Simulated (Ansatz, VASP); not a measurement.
One calculation of TiC, two programs

```
Ti C
1.0
     0.00000    2.14948    2.14948
     2.14948    0.00000    2.14948
     2.14948    2.14948    0.00000
Ti C
1 1
Direct
  0.00000 0.00000 0.00000
  0.50000 0.50000 0.50000
```

Change from the starting cell: volume scaled by 0.98, PAW files.

Alike in both runs: task electric field gradients; functional PBEsol; k mesh 16 × 16 × 16; occupations fermi-dirac, width 0.03 eV; no spin polarisation.

|  | VASP | Ansatz |
| --- | --- | --- |
| version | VASP 6.6.1 | Ansatz 0.2.0 |
| potentials or method | VASP PAW PBE potentials, release 64 (Ti_sv, C) | PAW with Ansatz's default frozen-core files, scalar-relativistic |
| plane-wave cutoff (eV) | 520 | 420 |
| valence electrons in the cell | 16 | 16 |

|  | VASP | Ansatz | Ansatz less VASP |
| --- | --- | --- | --- |
| pressure (GPa) | -0.8 | -1.1 | -0.27 |

VASP's potentials were made for PBE, not for PBEsol.
